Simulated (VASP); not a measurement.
# I (Fm-3m) in VASP: further runs, part 2 of 2

VASP 6.6.1.

### Step 3. Relaxation of cell and atoms, PBEsol

INCAR reads:

```
SYSTEM = I
ALGO = Normal
EDIFF = 1E-6
EDIFFG = -0.03
ENCUT = 600
GGA = PS
IBRION = 2
ISIF = 3
ISMEAR = -1
LASPH = .TRUE.
LCHARG = .FALSE.
LREAL = .FALSE.
LWAVE = .FALSE.
NELM = 60
NSW = 80
PREC = Accurate
SIGMA = 0.05
```

KPOINTS reads:

```
k-points
0
G
  8 8 8
  0 0 0
```

POSCAR reads:

```
I
1.0
    0.0000000000      2.5151616585      2.5151616585
    2.5151616585      0.0000000000      2.5151616585
    2.5151616585      2.5151616585      0.0000000000
I
1
Direct
    0.0000000000      0.0000000000      0.0000000000
```

Potentials or basis: VASP PAW PBE potentials, release 64 (I).

Started as:

```
cat potpaw_PBE.64/I/POTCAR > POTCAR
mpirun -np 1 vasp_std > vasp.out
```

OUTCAR:

```text
SYSTEM = I
   EDIFF = 1E-6
   EDIFFG = -0.03
   ENCUT = 600
   GGA = PS
   IBRION = 2
   ISIF = 3
   ISMEAR = -1
   LASPH = .TRUE.
   LREAL = .FALSE.
   NELM = 60
   NSW = 80
   PREC = Accurate

 ion  position               nearest neighbor table
   1  0.000  0.000  0.000-

  LATTYP: Found a face centered cubic cell.
 ALAT       =     5.0303233170

  Lattice vectors:

 A1 = (   0.0000000000,   2.5151616585,   2.5151616585)
 A2 = (   2.5151616585,   0.0000000000,   2.5151616585)
 A3 = (   2.5151616585,   2.5151616585,   0.0000000000)

Analysis of symmetry for initial positions (statically):
=====================================================================
 Subroutine PRICEL returns:
 Original cell was already a primitive cell.

 Routine SETGRP: Setting up the symmetry group for a
 face centered cubic supercell.

 Subroutine GETGRP returns: Found 48 space group operations
[... 156 lines left out ...]
  ---------------------------------------------------
  ext. energy  EPLUGINS =         0.00000000
  ---------------------------------------------------
  free energy    TOTEN  =        -1.38467812 eV

  energy without entropy =       -1.37370494  energy(sigma->0) =       -1.37919153

 E-fermi :   5.6251     XC(G=0):  -9.7133

 val. band max:        5.6202723452   @ k =   0.3750   0.1250   0.0000
 cond. band min:       5.6430766424   @ k =   0.5000   0.1250   0.0000
 fundamental gap:      0.0228042972
 Fermi energy:         5.6251068265

 k-point     1 :       0.0000    0.0000    0.0000
  band No.  band energies     occupation
      1      -8.4768      2.00000
      2       6.8308      0.00000
      3       6.8308      0.00000
      4       6.8308      0.00000
      5      13.2065      0.00000
      6      15.2045      0.00000
      7      15.2045      0.00000
[... 221 lines left out ...]
 k-point    24 :      -0.3750    0.2500    0.1250
  band No.  band energies     occupation
      1      -6.3715      2.00000
      2       0.9363      2.00000
      3       3.7162      2.00000
      4       5.1033      1.99994
      5      12.8220      0.00000
      6      13.8379      0.00000
      7      16.9499      0.00000

 [... further k-points ...]
[... 5 lines left out ...]
  --------------------------------------------------------------------------------------
  -------------------------------------------------------------------------------------
  Total       -0.0011508     -0.0011508     -0.0011508     -0.0000000     -0.0000000      0.0000000
  in kB       -0.0579407     -0.0579407     -0.0579407     -0.0000000     -0.0000000      0.0000000
  external PRESSURE =      -0.0579407 kB  Pullay stress =       0.0000000 kB

 VOLUME and BASIS-vectors are now :
 -----------------------------------------------------------------------------
  energy-cutoff  :      600.00
  volume of cell :       31.82
      direct lattice vectors                 reciprocal lattice vectors
     0.000000000  2.515161658  2.515161658    -0.198794379  0.198794379  0.198794379
     2.515161658  0.000000000  2.515161658     0.198794379 -0.198794379  0.198794379
     2.515161658  2.515161658  0.000000000     0.198794379  0.198794379 -0.198794379

 POSITION                                       TOTAL-FORCE (eV/Angst)
 -----------------------------------------------------------------------------------
      0.00000      0.00000      0.00000         0.000000     -0.000000      0.000000
 -----------------------------------------------------------------------------------
    total drift:                                0.000000      0.000000      0.000000

  FREE ENERGIE OF THE ION-ELECTRON SYSTEM (eV)
  ---------------------------------------------------
  free  energy   TOTEN  =        -1.3846781214 eV

  energy  without entropy=       -1.3737049427  energy(sigma->0) =       -1.37919153

 reached required accuracy - stopping structural energy minimisation
```

OSZICAR:

```text
N       E                     dE             d eps       ncg     rms          rms(c)
DAV:   1     0.220510360888E+02    0.22051E+02   -0.27527E+03   406   0.804E+02
DAV:   2    -0.766683384562E+00   -0.22818E+02   -0.21881E+02   553   0.101E+02
DAV:   3    -0.138250852587E+01   -0.61583E+00   -0.60719E+00   518   0.199E+01
DAV:   4    -0.138595468496E+01   -0.34462E-02   -0.34455E-02   686   0.191E+00
DAV:   5    -0.138595822845E+01   -0.35435E-05   -0.35429E-05   588   0.520E-02    0.494E+00
DAV:   6    -0.138479787127E+01    0.11604E-02   -0.21982E-03   623   0.304E-01    0.301E+00
DAV:   7    -0.138470874091E+01    0.89130E-04   -0.38279E-03   497   0.414E-01    0.109E-01
DAV:   8    -0.138467768228E+01    0.31059E-04   -0.16282E-04   518   0.837E-02    0.200E-02
DAV:   9    -0.138467812143E+01   -0.43915E-06   -0.22279E-06   644   0.144E-02
   1 F= -.13846781E+01 E0= -.13791915E+01  d E =-.138468E+01
```

It took 5.8 s on 1 thread of Intel Xeon Platinum 8259CL at 2.50GHz (Skylake/Cascade Lake), shared host; peak memory 0.15 GiB.

Results:

| Quantity | Value |
| --- | --- |
| Free energy | -1.3847 eV |
| Pressure after relaxing | 0.0 GPa |

Final structure:
```yaml
crystal:
  lattice:
    - [0.00000, 2.51516, 2.51516]
    - [2.51516, 0.00000, 2.51516]
    - [2.51516, 2.51516, 0.00000]
  atoms:
    - { symbol: I, position: [0.00000, 0.00000, 0.00000] }
```

Levels at points of the mesh, in eV from the Fermi level:
| k point | band 1 | band 2 | band 3 | band 4 | band 5 | band 6 | band 7 |
| --- | --- | --- | --- | --- | --- | --- | --- |
| (0.00, 0.00, 0.00) | -14.10 | 1.21 | 1.21 | 1.21 | 7.58 | 9.58 | 9.58 |
| (0.50, 0.00, 0.00) | -12.31 | -5.30 | 0.34 | 0.34 | 6.44 | 8.96 | 8.96 |
| (0.50, 0.50, 0.00) | -11.66 | -4.76 | -1.36 | -1.36 | 4.31 | 5.12 | 17.37 |

Caveat: the relaxation stopped at its first step, so nothing moved; the PAW data sets were made with another functional, which shifts forces and pressure a little; spin-orbit coupling is left out, which moves the levels of the heavy elements; an odd number of electrons without spin polarisation forces a metal; a magnetic or distorted state may lie lower.
